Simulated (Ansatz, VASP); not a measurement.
Two plane-wave programs on ZrS4

Contents of INCAR:

```
PREC = Accurate
ENCUT = 520
EDIFF = 1E-6
ISMEAR = 0
SIGMA = 0.1
LREAL = F
LASPH = T
NELM = 100
ALGO = Normal
ISIF = 2
LWAVE = F
LCHARG = F
GGA = PE
NBANDS = 26
```

The input KPOINTS:

```
Automatic mesh
0
Gamma
  4 4 4
```

File POSCAR:

```
ZrS4
1.0
    4.9604588500      0.0000000000      0.0000000000
    0.0000000000      4.9604588500      0.0000000000
    0.0000000000      0.0000000000      4.9604588500
Zr S
1 4
Direct
    0.5000000000      0.5000000000      0.5000000000
    0.0000000000      0.5000000000      0.5000000000
    0.5000000000      0.0000000000      0.5000000000
    0.5000000000      0.5000000000      0.0000000000
    0.0000000000      0.0000000000      0.0000000000
```

Input for Ansatz:

```yaml
crystal:
  lattice:
    - [4.96045885, 0.0, 0.0]
    - [0.0, 4.96045885, 0.0]
    - [0.0, 0.0, 4.96045885]
  atoms:
    - { symbol: Zr, position: [0.5, 0.5, 0.5] }
    - { symbol: S, position: [0.0, 0.5, 0.5] }
    - { symbol: S, position: [0.5, 0.0, 0.5] }
    - { symbol: S, position: [0.5, 0.5, 0.0] }
    - { symbol: S, position: [0.0, 0.0, 0.0] }
basis:
  ecutwfc: 420
kpoints:
  mp_grid: { grid: [4, 4, 4] }
hamiltonian:
  xc: pbe
scf:
  occupations: { method: gaussian, width: 0.1 }
  lower_state_search: "off"
output:
  forces: true
  stress: true
  eigenvalues: true
```

Alike in both runs: task single point; functional PBE; k mesh 4 × 4 × 4; occupations gaussian, width 0.1 eV; no spin polarisation.

|  | VASP | Ansatz |
| --- | --- | --- |
| version | VASP 6.6.1 | Ansatz 0.2.0 |
| potentials or method | VASP PAW PBE potentials, release 64 (Zr_sv, S), cutoff 520 eV | scalar-relativistic, plane waves, PAW |
| valence electrons in the cell | 36 | 36 |

```tsv
	VASP	Ansatz	Ansatz less VASP
gap on the k mesh at the Fermi level (eV)	none	none	-
pressure (GPa)	0.0	0.0	+0.03
```

A gap of «none» marks a metal or a gap that the smearing closes.
